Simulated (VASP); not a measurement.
# KF in VASP: further runs

The runs below take KF through single point, with PBE, r2SCAN.

Everything below comes from runs of VASP 6.6.1. Logs are shortened: lines on timing, memory, paths and dates and some standing lists are left out, and cuts for length are marked.

### Step 1. The cell of the first run

Symmetry: P4/mmm, No. 123, tetragonal system. Conventional cell: a = 3.179 Å, b = 3.179 Å, c = 3.167 Å, α = 90.00°, β = 90.00°, γ = 90.00°. K (site symmetry 4/mmm) has 8 F at 2.75 Å and 6 K at 3.17 to 3.18 Å within 3.6 Å. Within 3.6 Å of F (site symmetry 4/mmm) lie 8 K at 2.75 Å and 6 F at 3.17 to 3.18 Å.

### Step 2. Single point, PBE (uniaxial z strain -0.4%)

Contents of INCAR:

```
SYSTEM = KF
ALGO = Normal
EDIFF = 1E-7
ENCUT = 520
GGA = PE
ISIF = 2
ISMEAR = -1
LASPH = .True.
LCHARG = .False.
LREAL = .False.
LWAVE = .False.
NBANDS = 15
NELM = 80
PREC = Accurate
SIGMA = 0.02
```

Contents of KPOINTS:

```
k-points
0
Gamma
  8 8 8
  0 0 0
```

Contents of POSCAR:

```
KF
1.0
    3.1788707423      0.0000000000      0.0000000000
    0.0000000000      3.1788707423      0.0000000000
    0.0000000000      0.0000000000      3.1674268076
K F
1 1
Direct
    0.0000000000      0.0000000000      0.0000000000
    0.5000000000      0.5000000000      0.5000000000
```

Potentials or basis: VASP PAW PBE potentials, release 64 (K_sv, F).

Command:

```
$ cat potpaw_PBE.64/K_sv/POTCAR potpaw_PBE.64/F/POTCAR > POTCAR
$ mpirun -np 1 vasp_std > vasp.out
```

OUTCAR:

```text
SYSTEM = KF
   EDIFF = 1E-7
   ENCUT = 520
   GGA = PE
   ISIF = 2
   ISMEAR = -1
   LASPH = .True.
   LREAL = .False.
   NELM = 80
   PREC = Accurate

 ion  position               nearest neighbor table
   1  0.000  0.000  0.000-   2 2.75   2 2.75   2 2.75   2 2.75   2 2.75   2 2.75   2 2.75   2 2.75

   2  0.500  0.500  0.500-   1 2.75   1 2.75   1 2.75   1 2.75   1 2.75   1 2.75   1 2.75   1 2.75

  LATTYP: Found a simple tetragonal cell.
 ALAT       =     3.1788707423
 C/A-ratio  =     0.9964000000

  Lattice vectors:

 A1 = (   3.1788707423,   0.0000000000,   0.0000000000)
 A2 = (   0.0000000000,   3.1788707423,   0.0000000000)
 A3 = (   0.0000000000,   0.0000000000,   3.1674268076)

Analysis of symmetry for initial positions (statically):
=====================================================================
 Subroutine PRICEL returns:
 Original cell was already a primitive cell.

 Routine SETGRP: Setting up the symmetry group for a
 simple tetragonal supercell.

 Subroutine GETGRP returns: Found 16 space group operations
 (whereof 16 operations were pure point group operations)
 out of a pool of 16 trial point group operations.

The static configuration has the point symmetry D_4h.

Analysis of symmetry for dynamics (positions and initial velocities):
=====================================================================
 Subroutine PRICEL returns:
 Original cell was already a primitive cell.

 Routine SETGRP: Setting up the symmetry group for a
 simple tetragonal supercell.

 Subroutine GETGRP returns: Found 16 space group operations
 (whereof 16 operations were pure point group operations)
 out of a pool of 16 trial point group operations.

The dynamic configuration has the point symmetry D_4h.

 Subroutine INISYM returns: Found 16 space group operations
 (whereof 16 operations are pure point group operations),
 and found     1 'primitive' translations

----------------------------------------------------------------------------------------

                                     Primitive cell

  volume of cell :      32.0075

  direct lattice vectors                    reciprocal lattice vectors
     3.178870742  0.000000000  0.000000000     0.314577119  0.000000000  0.000000000
     0.000000000  3.178870742  0.000000000     0.000000000  0.314577119  0.000000000
     0.000000000  0.000000000  3.167426808     0.000000000  0.000000000  0.315713688

  length of vectors
     3.178870742  3.178870742  3.167426808     0.314577119  0.314577119  0.315713688

  position of ions in fractional coordinates (direct lattice)
     0.000000000  0.000000000  0.000000000
     0.500000000  0.500000000  0.500000000

  ion indices of the primitive-cell ions
   primitive index   ion index
                 1           1
                 2           2

----------------------------------------------------------------------------------------

 KPOINTS: k-points

Automatic generation of k-mesh.
 Grid dimensions read from file:
 generate k-points for:    8    8    8

 Generating k-lattice:

  Cartesian coordinates                     Fractional coordinates (reciprocal lattice)
     0.039322140  0.000000000  0.000000000     0.125000000  0.000000000  0.000000000
     0.000000000  0.039322140  0.000000000     0.000000000  0.125000000  0.000000000
     0.000000000  0.000000000  0.039464211     0.000000000  0.000000000  0.125000000

  Length of vectors
     0.039322140  0.039322140  0.039464211

  Shift w.r.t. Gamma in fractional coordinates (k-lattice)
     0.000000000  0.000000000  0.000000000

 Subroutine IBZKPT returns following result:
 ===========================================

 Found     75 irreducible k-points:

 Following reciprocal coordinates:
            Coordinates               Weight
  0.000000  0.000000  0.000000      1.000000
  0.125000  0.000000  0.000000      4.000000
  0.250000  0.000000  0.000000      4.000000
  0.375000  0.000000  0.000000      4.000000
  0.500000  0.000000  0.000000      2.000000
  0.125000  0.125000  0.000000      4.000000
[... 16 lines left out ...]
  0.375000  0.125000  0.125000     16.000000
  0.500000  0.125000  0.125000      8.000000
 [... further k-points ...]
   k-points           NKPTS =     75   k-points in BZ     NKDIM =     75   number of bands    NBANDS=     15
   number of dos      NEDOS =    301   number of ions     NIONS =      2
   total plane-waves  NPLWV =  13824
   dimension x,y,z NGX =    24 NGY =   24 NGZ =   24
   dimension x,y,z NGXF=    48 NGYF=   48 NGZF=   48
   ions per type =               1   1
   NGX,Y,Z   is equivalent  to a cutoff of  12.55, 12.55, 12.60 a.u.
   NGXF,Y,Z  is equivalent  to a cutoff of  25.10, 25.10, 25.19 a.u.
 SYSTEM =  KF
   PREC   = accura    normal or accurate (medium, high low for compatibility)
   ISTART =      0    job   : 0-new  1-cont  2-samecut
   ICHARG =      2    charge: 1-file 2-atom 10-const
   ISPIN  =      1    spin polarized calculation?
   LNONCOLLINEAR =      F non collinear calculations
   LSORBIT =      F    spin-orbit coupling
   LASPH  =      T    aspherical Exc in radial PAW
   ENCUT  =  520.0 eV  38.22 Ry    6.18 a.u.   5.91  5.91  5.89*2*pi/ulx,y,z
   NELM   =     80;   NELMIN=  2; NELMDL= -5     # of ELM steps
   EDIFF  = 0.1E-06   stopping-criterion for ELM
   LREAL  =      F    real-space projection
   EDIFFG = 0.1E-05   stopping-criterion for IOM
   NSW    =      0    number of steps for IOM
   IBRION =     -1    ionic relax: 0-MD 1-quasi-New 2-CG
   NFREE  =      0    steps in history (QN), initial steepest desc. (CG)
   ISIF   =      2    stress and relaxation
   ISYM   =      2    0-nonsym 1-usesym 2-fastsym
   POTIM  = 0.5000    time-step for ionic-motion
   TEBEG  =    0.0;   TEEND  =   0.0 temperature during run
   PSTRESS=    0.0 pullay stress
   NELECT =      16.0000    total number of electrons
   NUPDOWN=      -1.0000    fix difference up-down
   EMIN   =  10.00;   EMAX   =-10.00  energy-range for DOS
   EFERMI =   0.00;   METHOD = LEGACY
   ISMEAR =    -1;   SIGMA  =   0.02  broadening in eV -4-tet -1-fermi 0-gaus
   EFERMI_NEDOS =   21; number of points for ismear=-14 and -15
   IALGO  =     38    algorithm
   IMIX   =      4    mixing-type and parameters
     AMIX     =   0.40;   BMIX     =  1.00
     AMIX_MAG =   1.60;   BMIX_MAG =  1.00
  volume/ion in A,a.u.               =      16.00       108.00
  Fermi-wavevector in a.u.,A,eV,Ry     =   1.299264  2.455253 22.967815  1.688087
  Thomas-Fermi vector in A             =   2.430539
   LORBIT       =      0    0 simple, 1 ext, 2 COOP (PROOUT), +10 PAW based schemes
   GGA     = PE    functional components
[... 5 lines left out ...]
 non-spin polarized calculation
  energy-cutoff  :      520.00
  volume of cell :       32.01
 maximum number of plane-waves:       904
 NGX is ok and might be reduce to    24
   NGX = 11   NGY = 11   NGZ = 11

 number of electron      15.9999985 magnetization

 Free energy of the ion-electron system (eV)
  ---------------------------------------------------
  ext. energy  EPLUGINS =         0.00000000
  ---------------------------------------------------
  free energy    TOTEN  =        -8.06584589 eV

  energy without entropy =       -8.06584589  energy(sigma->0) =       -8.06584589

 E-fermi :  -1.2953     XC(G=0):  -9.4097

 val. band max:       -1.7715963426   @ k =   0.5000   0.5000   0.0000
 cond. band min:       5.0442760357   @ k =   0.0000   0.0000   0.0000
 fundamental gap:      6.8158723783
 Fermi energy:        -1.2952804653

 k-point     1 :       0.0000    0.0000    0.0000
  band No.  band energies     occupation
      1     -28.6317      2.00000
      2     -20.7479      2.00000
      3     -11.5618      2.00000
      4     -11.5618      2.00000
      5     -11.5507      2.00000
      6      -1.8209      2.00000
      7      -1.8209      2.00000
      8      -1.8079      2.00000
      9       5.0443      0.00000
     10       6.5937      0.00000
     11       6.6023      0.00000
     12      12.5103      0.00000
     13      12.5365      0.00000
     14      12.5365      0.00000
     15      20.2798      0.00000

 k-point     2 :       0.1250    0.0000    0.0000
  band No.  band energies     occupation
      1     -28.6077      2.00000
      2     -20.7560      2.00000
      3     -11.6861      2.00000
      4     -11.5416      2.00000
      5     -11.5307      2.00000
      6      -2.0450      2.00000
      7      -1.8423      2.00000
      8      -1.8286      2.00000
      9       5.4823      0.00000
     10       6.7275      0.00000
     11       6.9960      0.00000
     12      12.2387      0.00000
     13      12.2643      0.00000
     14      12.5881      0.00000
     15      19.0035      0.00000

 k-point     3 :       0.2500    0.0000    0.0000
  band No.  band energies     occupation
      1     -28.5488      2.00000
      2     -20.7767      2.00000
      3     -11.9705      2.00000
      4     -11.4923      2.00000
      5     -11.4818      2.00000
      6      -2.5271      2.00000
      7      -1.8955      2.00000
      8      -1.8801      2.00000
      9       6.5286      0.00000
     10       7.0669      0.00000
     11       8.0494      0.00000
     12      11.6810      0.00000
     13      11.7049      0.00000
     14      12.7168      0.00000
     15      17.4445      0.00000
[... 343 lines left out ...]
 k-point    23 :       0.3750    0.1250    0.1250
  band No.  band energies     occupation
      1     -28.4482      2.00000
      2     -20.7657      2.00000
      3     -12.2607      2.00000
      4     -11.6001      2.00000
      5     -11.5699      2.00000
      6      -2.7859      2.00000
      7      -2.0885      2.00000
      8      -1.9532      2.00000
      9       7.9357      0.00000
     10       7.9904      0.00000
     11       9.0752      0.00000
     12      10.6202      0.00000
     13      11.4744      0.00000
     14      11.9359      0.00000
     15      16.4930      0.00000

 k-point    24 :       0.5000    0.1250    0.1250
  band No.  band energies     occupation
      1     -28.4242      2.00000
      2     -20.7680      2.00000
      3     -12.3731      2.00000
      4     -11.5977      2.00000
      5     -11.5463      2.00000
      6      -2.9110      2.00000
      7      -2.1177      2.00000
      8      -1.9406      2.00000
      9       8.1522      0.00000
     10       8.5112      0.00000
     11       8.8776      0.00000
     12      10.4050      0.00000
     13      11.9113      0.00000
     14      12.1864      0.00000
     15      15.6760      0.00000

 [... further k-points ...]

------------------------ aborting loop because EDIFF is reached ----------------------------------------

  FORCE on cell =-STRESS in cart. coord.  units (eV):
  Direction    XX          YY          ZZ          XY          YZ          ZX
  --------------------------------------------------------------------------------------
  -------------------------------------------------------------------------------------
  Total        0.6105550      0.6105550      0.6776092      0.0000000      0.0000000      0.0000000
  in kB       30.5620918     30.5620918     33.9185717      0.0000000      0.0000000      0.0000000
  external PRESSURE =      31.6809184 kB  Pullay stress =       0.0000000 kB

 VOLUME and BASIS-vectors are now :
 -----------------------------------------------------------------------------
  energy-cutoff  :      520.00
  volume of cell :       32.01
      direct lattice vectors                 reciprocal lattice vectors
     3.178870742  0.000000000  0.000000000     0.314577119  0.000000000  0.000000000
     0.000000000  3.178870742  0.000000000     0.000000000  0.314577119  0.000000000
     0.000000000  0.000000000  3.167426808     0.000000000  0.000000000  0.315713688

 POSITION                                       TOTAL-FORCE (eV/Angst)
 -----------------------------------------------------------------------------------
      0.00000      0.00000      0.00000         0.000000      0.000000      0.000000
      1.58944      1.58944      1.58371         0.000000      0.000000      0.000000
 -----------------------------------------------------------------------------------
    total drift:                                0.000000      0.000000     -0.000000

  FREE ENERGIE OF THE ION-ELECTRON SYSTEM (eV)
  ---------------------------------------------------
  free  energy   TOTEN  =        -8.0658458940 eV

  energy  without entropy=       -8.0658458940  energy(sigma->0) =       -8.06584589
```

Run time: 11 s. Hardware: 1 thread of Intel Xeon Platinum 8559C (Emerald Rapids), shared host; peak memory 0.15 GiB.

What came out:

* Free energy: -8.0658 eV
* Pressure: 3.2 GPa
* Band gap on the k mesh: 6.82 eV (least direct gap 6.85 eV)

Levels at points of the mesh, in eV from the valence-band top:
```csv
k point,band 4,band 5,band 6,band 7,band 8,band 9,band 10,band 11,band 12,band 13
"(0.00, 0.00, 0.00)",-9.79,-9.78,-0.05,-0.05,-0.04,6.82,8.37,8.37,14.28,14.31
"(0.50, 0.00, 0.00)",-9.65,-9.64,-1.34,-0.20,-0.19,9.43,9.86,11.65,12.82,12.84
"(0.50, 0.50, 0.00)",-10.72,-9.54,-0.64,-0.64,0.00,8.69,9.23,12.20,12.20,15.13
"(0.00, 0.00, 0.50)",-9.65,-9.65,-1.34,-0.20,-0.20,9.45,9.89,11.66,12.79,12.79
"(0.50, 0.00, 0.50)",-10.72,-9.55,-0.64,-0.64,-0.01,8.66,9.25,12.15,12.18,15.16
"(0.50, 0.50, 0.50)",-10.46,-10.46,-1.19,-1.18,-1.18,10.78,10.78,10.82,16.09,16.09
```

Caveat: the cell differs from its parent crystal (uniaxial z strain -0.4%); the cell stands under pressure; the structure was generated, so it needn't be the stable form of KF.

### Step 3. Single point, r2SCAN (strain along [111] +1.4%)

Contents of POSCAR:

```
KF
1.0
    3.1935995100      0.0147287678      0.0147287678
    0.0147287678      3.1935995100      0.0147287678
    0.0147287678      0.0147287678      3.1935995100
K F
1 1
Direct
    0.0000000000      0.0000000000      0.0000000000
    0.5000000000      0.5000000000      0.5000000000
```

Contents of INCAR.step1:

```
  PREC = Accurate
  ENCUT = 520
  ISMEAR = 0
  SIGMA = 0.01
  LREAL = F
  LASPH = T
  NELM = 60
  NBANDS = 15
  GGA = PE
  ALGO = Normal
  EDIFF = 1E-4
  LWAVE = T
  LCHARG = F
```

Contents of INCAR.step2:

```
  PREC = Accurate
  ENCUT = 520
  EDIFF = 1E-6
  ISMEAR = 0
  SIGMA = 0.01
  LREAL = F
  LASPH = T
  NELM = 60
  ALGO = Normal
  ISIF = 2
  LWAVE = F
  LCHARG = T
  METAGGA = R2SCAN
  LMIXTAU = T
  LELF = T
  LVHAR = T
  NBANDS = 15
  ISTART = 1
```

Contents of KPOINTS:

```
Automatic mesh
0
Gamma
  8 8 8
```

Potentials or basis: VASP PAW PBE potentials, release 64 (K_sv, F).

Command:

```
$ cat potpaw_PBE.64/K_sv/POTCAR potpaw_PBE.64/F/POTCAR > POTCAR
$ cp INCAR.step1 INCAR
$ mpirun -np 1 vasp_std > vasp.out
$ cp INCAR.step2 INCAR
$ mpirun -np 1 vasp_std > vasp.out
```

Run time: 39 s. Hardware: 1 thread of Intel Xeon Platinum 8559C (Emerald Rapids), shared host; peak memory 0.16 GiB.

The run converged. Its results:

- Free energy: -14.8593 eV
- Pressure: -0.6 GPa
- Band gap on the k mesh: 7.62 eV (least direct gap 7.65 eV)

Stress tensor (GPa, compression positive):
```
-0.56 -0.10 -0.10
-0.10 -0.56 -0.10
-0.10 -0.10 -0.56
```

Levels at points of the mesh, in eV from the valence-band top:
```tsv
k point	band 6	band 7	band 8	band 9	band 10	band 11
(0.00, 0.00, 0.00)	-0.04	-0.04	-0.04	7.62	9.08	9.08
(0.50, 0.00, 0.00)	-1.27	-0.19	-0.16	10.15	10.63	12.49
(0.50, 0.50, 0.00)	-0.63	-0.61	0.00	9.44	10.01	12.99
(0.50, 0.50, 0.50)	-1.13	-1.12	-1.12	11.47	11.62	11.62
```

Caveat: the cell differs from its parent crystal (strain along [111] +1.4%); the structure was generated, so it needn't be the stable form of KF; the PAW data sets were made with another functional, which shifts forces and pressure a little.
